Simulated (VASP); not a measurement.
Crystal: Mo.

```xyz
1
Lattice="-1.5734 1.5734 1.5734 1.5734 -1.5734 1.5734 1.5734 1.5734 -1.5734" Properties=species:S:1:pos:R:3 pbc="T T T"
Mo    0.0000    0.0000    0.0000
```

- Program: VASP 6.6.1
- Task: relaxation of volume and atoms at fixed shape
- Functional: PBEsol
- Potentials or basis: VASP PAW PBE potentials, release 64 (Mo_sv)
- Cutoff: 600 eV
- k mesh: 9 × 9 × 9
- Occupations: fermi-dirac, width 0.05 eV
- Spin: no spin polarisation

At the start: pressure -4.4 GPa; volume 15.58 Å³/atom.

Task: How do energy, volume and symmetry change on relaxing?

Result: Over 3 steps the energy falls by 3.4 meV/atom and the volume is 15.34 Å³/atom (-1.6 %); space group Im-3m (No. 229, to 0.05 Å).

Step by step:
| step | energy change (eV) | largest force (eV/Å) | pressure (GPa) | volume (Å³) |
| --- | --- | --- | --- | --- |
| 1 | 0.0000 | 0.0000 | -4.40 | 15.58 |
| 2 | 0.0273 | 0.0000 | 14.71 | 14.64 |
| 3 | -0.0034 | 0.0000 | -0.07 | 15.34 |

Final structure:
```yaml
crystal:
  lattice:
    - [-1.56521, 1.56521, 1.56521]
    - [1.56521, -1.56521, 1.56521]
    - [1.56521, 1.56521, -1.56521]
  atoms:
    - { symbol: Mo, position: [0.00000, 0.00000, 0.00000] }
```

Caveat: the PAW data sets were made with another functional, which shifts forces and pressure a little.
